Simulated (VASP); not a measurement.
Here is a VASP 6.6.1 calculation.

The input INCAR:

```
SYSTEM = Ti2H
PREC     = Accurate       ! precision mode
ENCUT    = 520            ! plane-wave cutoff, eV
EDIFF    = 1E-6           ! SCF threshold, eV
ISMEAR   = -1             ! smearing method
SIGMA    = 0.1            ! smearing width, eV
LREAL    = .FALSE.        ! projectors in reciprocal space
LASPH    = .TRUE.         ! aspherical terms in the spheres
NELM     = 80             ! most SCF steps
ALGO     = Normal         ! electronic algorithm
ISIF     = 2              ! what is computed and relaxed
LWAVE    = .FALSE.        ! write WAVECAR
LCHARG   = .FALSE.        ! write CHGCAR
GGA      = PS             ! functional
NBANDS   = 34             ! bands
```

KPOINTS

```
Automatic mesh
0
G
  6 6 6
  0 0 0
```

POSCAR

```
Ti2H
1.0
    4.3390971382      0.0000000000      0.0000000000
    0.0000000000      4.3390971382      0.0000000000
    0.0000000000      0.0000000000      4.3390971382
Ti H
4 2
Direct
    0.2500000000      0.7500000000      0.2500000000
    0.7500000000      0.2500000000      0.2500000000
    0.2500000000      0.2500000000      0.7500000000
    0.7500000000      0.7500000000      0.7500000000
    0.0000000000      0.0000000000      0.0000000000
    0.5000000000      0.5000000000      0.5000000000
```

Potentials or basis: VASP PAW PBE potentials, release 64 (Ti_sv, H).

The run is started by

```sh
$ cat potpaw_PBE.64/Ti_sv/POTCAR potpaw_PBE.64/H/POTCAR > POTCAR
$ mpirun -np 1 vasp_std > vasp.out
```

**Question.** Predict the band gap on the k mesh.

**Answer.** Zero (band 25 reaches 7.37 eV, above the bottom of band 26 at 6.42 eV).

**Question.** Estimate the pressure.

**Answer.** -11.0 GPa.

Caveat: the PAW data sets were made with another functional, which shifts forces and pressure a little.
